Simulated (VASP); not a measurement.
GaSb3: single point with PBEsol

The system is GaSb3.

```
Ga Sb
1.0
    -0.14587    3.64667    3.64667
     3.50080    0.00000    3.50080
     3.64667    3.64667   -0.14587
Ga Sb
1 3
Direct
  0.00000 0.00000 0.00000
  0.25000 0.25000 0.25000
  0.75000 0.75000 0.75000
  0.50000 0.50000 0.50000
```

This cell differs from its parent crystal: engineering shear strain xz -0.0800, normal strain along z +0.0000.

- Program: VASP 6.6.1
- Task: single point
- Functional: PBEsol
- Potentials or basis: VASP PAW PBE potentials, release 64 (Ga_d, Sb)
- Cutoff: 520 eV
- k mesh: 10 × 10 × 10
- Occupations: gaussian, width 0.15 eV
- Spin: no spin polarisation
- Dipole correction: no
- Further INCAR settings: ALGO = Normal; EDIFF = 1e-06; NBANDS = 22

| Property | Result |
| --- | --- |
| Pressure | 0.7 GPa |
| Largest force | 0.203 eV/Å |
| Band gap on the k mesh | zero (bands 14 and 15 overlap by 3.85 eV) |

Forces on the atoms (eV/Å):
```
Ga   0.000  0.000  0.000
Sb   0.000 -0.203  0.000
Sb   0.000  0.203  0.000
Sb   0.000  0.000  0.000
```

Stress tensor (GPa, compression positive):
```
0.67 0.00 1.95
0.00 0.86 0.00
1.95 0.00 0.67
```

Levels at points of the mesh, in eV from the Fermi level:
```tsv
k point	band 10	band 11	band 12	band 13	band 14	band 15	band 16	band 17	band 18	band 19
(0.00, 0.00, 0.00)	-2.94	-2.63	-2.55	-2.54	-2.50	-2.36	-0.87	-0.79	-0.55	3.38
(0.50, 0.00, 0.00)	-3.78	-3.53	-2.74	-2.71	-0.30	0.06	1.95	2.38	2.78	3.18
(0.00, 0.50, 0.00)	-3.89	-3.76	-2.91	-2.87	-0.39	-0.01	2.03	2.85	2.93	3.65
(0.50, 0.50, 0.00)	-5.55	-5.55	0.69	0.71	1.17	1.75	1.85	2.20	2.29	3.66
(0.50, 0.00, 0.50)	-5.68	-5.37	0.89	0.91	1.31	1.49	1.79	2.14	2.31	4.15
```

Run time: 2.9 min on 1 thread of Intel(R) Xeon(R) Platinum 8488C (Sapphire Rapids) (shared host), peak memory 0.49 GiB.

Caveat: the cell differs from its parent crystal (engineering shear strain xz -0.0800, normal strain along z +0.0000); the PAW data sets were made with another functional, which shifts forces and pressure a little; spin-orbit coupling is left out, which moves the levels of the heavy elements.
